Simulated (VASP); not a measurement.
Runs of VASP 6.6.1 on K. The structure is that of space group Fm-3m (No. 225), or close to it. The cells are those of the table. 

```tsv
task	cell	k mesh	cutoff (eV)	gap on the mesh (eV)	pressure (GPa)
single point	a = 3.317 Å, angles 60.0°, 1 atom	14 × 14 × 14	520	none	20.0
single point	a = 4.610 Å, angles 60.0°, 1 atom	12 × 12 × 12	520	none	(a)
relaxation of cell and atoms	relaxed to 2 GPa from a = 4.580 Å, angles 60.0°, 1 atom	12 × 12 × 12	600	none	2.0
single point	a = 2.928 Å, angles 60.0°, 1 atom	16 × 16 × 16	520	none	40.7
relaxation of cell and atoms	relaxed to 10 GPa from a = 3.803 Å, angles 60.0°, 1 atom	14 × 14 × 14	600	none	10.0
```

Alike in all rows: level PBE+D3(BJ); potentials or basis VASP PAW PBE potentials, release 64 (K_sv); no spin polarisation; smearing gaussian 0.1 eV.

**Question.** Estimate the missing entries.

**Answer.** (a) 0.0.

Caveats: pairwise dispersion overbinds metals, which lowers pressure and volume; the cell is relaxed towards a set pressure, so the enthalpy falls and the energy may rise (some runs).

A gap of «none» marks levels without a gap at the run's occupations.
